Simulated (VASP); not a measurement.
Runs of VASP 6.6.1 on BaOs2. The structure is that of space group P6/mmm (No. 191), or close to it. The cells are those of the table. 

```csv
task,potentials or basis,cell,k mesh,cutoff (eV),second run,gap on the mesh (eV),pressure (GPa),largest force (eV/Å)
single point,"VASP PAW PBE potentials, release 64 (Ba_sv, Os)","a = 2.926, b = 2.926, c = 8.308 Å, angles 90.0, 90.0, 120.0°, 3 atoms",18 × 18 × 6,520,-,none,3.2,0.28
single point,"VASP PAW PBE potentials, release 64 (Ba_sv, Os)","a = 2.924, b = 2.924, c = 8.152 Å, angles 90.0, 90.0, 120.0°, 3 atoms",6 × 6 × 4,520,-,none,3.8,0.31
single point,"VASP PAW PBE potentials, release 64 (Ba_sv, Os_sv_GW)","a = 2.926, b = 2.926, c = 8.308 Å, angles 90.0, 90.0, 120.0°, 3 atoms",18 × 18 × 6,500,valence_matched,none,(a),0.07
single point,"VASP PAW PBE potentials, release 64 (Ba_sv, Os_sv_GW)","a = 2.924, b = 2.924, c = 8.152 Å, angles 90.0, 90.0, 120.0°, 3 atoms",6 × 6 × 4,500,valence_matched,none,2.9,0.14
relaxation of cell and atoms,"VASP PAW PBE potentials, release 64 (Ba_sv, Os)","relaxed from a = 2.924, b = 2.924, c = 8.152 Å, angles 90.0, 90.0, 120.0°, 3 atoms",18 × 18 × 6,600,-,none,0.0,-
single point,"VASP PAW PBE potentials, release 64 (Ba_sv, Os)","a = 3.630, b = 3.630, c = 5.713 Å, angles 90.0, 90.0, 120.0°, 3 atoms",6 × 6 × 4,520,-,none,143.7,32.74
single point,"VASP PAW PBE potentials, release 64 (Ba_sv, Os_sv_GW)","a = 3.630, b = 3.630, c = 5.713 Å, angles 90.0, 90.0, 120.0°, 3 atoms",6 × 6 × 4,500,valence_matched,none,(b),79.62
```

Alike in all rows: level PBE; no spin polarisation; smearing gaussian 0.1 eV.

Question: Estimate the missing entries.

Answer: (a) 2.4; (b) 208.6.

Caveats: some runs use coarse meshes; spin-orbit coupling is left out, which moves the levels of the heavy elements; forces of over 1 eV/Å act on the atoms, so gaps and moduli don't describe the material at rest (some runs).

A k mesh can miss the band edges, and the runs leave out spin-orbit coupling on Ba, Os.

A gap of «none» marks levels without a gap at the run's occupations.

The runs don't all hold the same shells in valence.
